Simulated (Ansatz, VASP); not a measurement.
**One calculation of NaLiCl2, two programs**

The input POSCAR:

```
NaLiCl2
1.0
    1.8915979370      1.0921145781      6.2476405517
   -1.8915979370      1.0921145781      6.2476405517
    0.0000000000     -2.1842291562      6.2476405517
Li Na Cl
1 1 2
Direct
    1.0000000000      0.0000000000      0.0000000000
    0.5000000000      0.5000000000      0.5000000000
    0.2566860802      0.2566860802      0.2566860802
    0.7433139198      0.7433139198      0.7433139198
```

The input INCAR.step1:

```
  PREC = Accurate
  ENCUT = 520
  ISMEAR = 0
  SIGMA = 0.01
  LREAL = F
  LASPH = T
  NELM = 80
  NBANDS = 20
  GGA = PE
  ALGO = Normal
  EDIFF = 1E-4
  LWAVE = T
  LCHARG = F
```

File INCAR.step2:

```
  PREC = Accurate
  ENCUT = 520
  EDIFF = 1E-7
  ISMEAR = 0
  SIGMA = 0.01
  LREAL = F
  LASPH = T
  NELM = 80
  ALGO = Normal
  ISIF = 2
  LWAVE = F
  LCHARG = F
  METAGGA = R2SCAN
  LMIXTAU = T
  NBANDS = 20
  ISTART = 1
```

KPOINTS

```
regular mesh
0
Gamma
  6 6 6
```

Input for Ansatz:

```yaml
crystal:
  lattice:
    - [1.891597937, 1.0921145781, 6.2476405517]
    - [-1.891597937, 1.0921145781, 6.2476405517]
    - [0.0, -2.1842291562, 6.2476405517]
  atoms:
    - { symbol: Li, position: [1.0, 0.0, 0.0] }
    - { symbol: Na, position: [0.5, 0.5, 0.5] }
    - { symbol: Cl, position: [0.2566860802, 0.2566860802, 0.2566860802] }
    - { symbol: Cl, position: [0.7433139198, 0.7433139198, 0.7433139198] }
kpoints:
  mp_grid: { grid: [6, 6, 6] }
hamiltonian:
  xc: r2scan
scf:
  occupations: { method: fixed }
  n_extra_bands: 5
output:
  forces: true
  stress: true
  eigenvalues: true
```

Alike in both runs: task single point; functional r2SCAN; k mesh 6 × 6 × 6; no spin polarisation.

|  | VASP | Ansatz |
| --- | --- | --- |
| version | VASP 6.6.1 | Ansatz 0.2.0 |
| potentials or method | VASP PAW PBE potentials, release 64 (Li_sv, Na_pv, Cl) | plane waves, PAW |
| plane-wave cutoff (eV) | 520 | 500 |
| occupations | gaussian, width 0.01 eV | fixed |
| valence electrons in the cell | 24 | 26 |

|  | VASP | Ansatz | Ansatz less VASP |
| --- | --- | --- | --- |
| gap on the k mesh at the Fermi level (eV) | 6.47 | 6.43 | -0.042 |
| rms of the force components (eV/Å) | 0.004 | 0.001 | -0.0028 |

VASP's potentials were made for PBE, not for r2SCAN. Atom by atom the forces differ by 0.003 eV/Å (rms over components). VASP's potentials hold 24 valence electrons a cell and Ansatz's 26, so a difference there can come from the potentials and not from the codes.

Noted on VASP's run: the cutoff is short for stress, so the pressure is rough.
